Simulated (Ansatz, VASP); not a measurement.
C in VASP and in Ansatz

File INCAR:

```
SYSTEM = C
PREC = Accurate ; ENCUT = 520
EDIFF = 1E-6 ; ISMEAR = 1
SIGMA = 0.08 ; LREAL = .FALSE.
LASPH = .TRUE. ; NELM = 100
ALGO = Normal ; ISIF = 2
LWAVE = .FALSE. ; LCHARG = .FALSE.
GGA = PE ; NBANDS = 11
```

The input KPOINTS:

```
Automatic mesh
0
G
  14 14 14
  0 0 0
```

POSCAR

```
C
1.0
    0.0000000000      2.1270000000      3.3480000000
    1.2280000000      0.0000000000      3.3480000000
    1.2280000000      2.1270000000      0.0000000000
C
2
Direct
    0.1666700000      0.8333300000      0.1666700000
    0.8333300000      0.1666700000      0.8333300000
```

Input for Ansatz:

```yaml
crystal:
  lattice:
    - [0.0, 2.127, 3.348]
    - [1.228, 0.0, 3.348]
    - [1.228, 2.127, 0.0]
  atoms:
    - { symbol: C, position: [0.16667, 0.83333, 0.16667] }
    - { symbol: C, position: [0.83333, 0.16667, 0.83333] }
basis:
  ecutwfc: 420
kpoints:
  mp_grid: { grid: [14, 14, 14] }
hamiltonian:
  xc: pbe
scf:
  occupations: { method: methfessel_paxton, width: 0.08 }
output:
  forces: true
  stress: true
  eigenvalues: true
```

Alike in both runs: task single point; functional PBE; k mesh 14 × 14 × 14; occupations methfessel-paxton of order 1, width 0.08 eV; no spin polarisation.

```csv
,VASP,Ansatz
version,VASP 6.6.1,Ansatz 0.2.0
potentials or method,"VASP PAW PBE potentials, release 64 (C), cutoff 520 eV","scalar-relativistic, plane waves, PAW"
valence electrons in the cell,8,8
```

|  | VASP | Ansatz | Ansatz less VASP |
| --- | --- | --- | --- |
| gap on the k mesh at the Fermi level (eV) | 0.36 | 0.36 | +0.001 |
| least direct gap on the mesh (eV) | 0.44 | 0.44 | +0.001 |
| pressure (GPa) | 5.0 | 4.6 | -0.45 |
| traceless stress, the component that is largest in VASP (GPa) | -1.12 | -0.58 | +0.537 |
| rms of the force components (eV/Å) | 0.018 | 0.018 | +0.0002 |

Atom by atom the forces differ by 0.000 eV/Å (rms over components). The functional is the same, so the differences come from potentials, cutoffs and numerics.
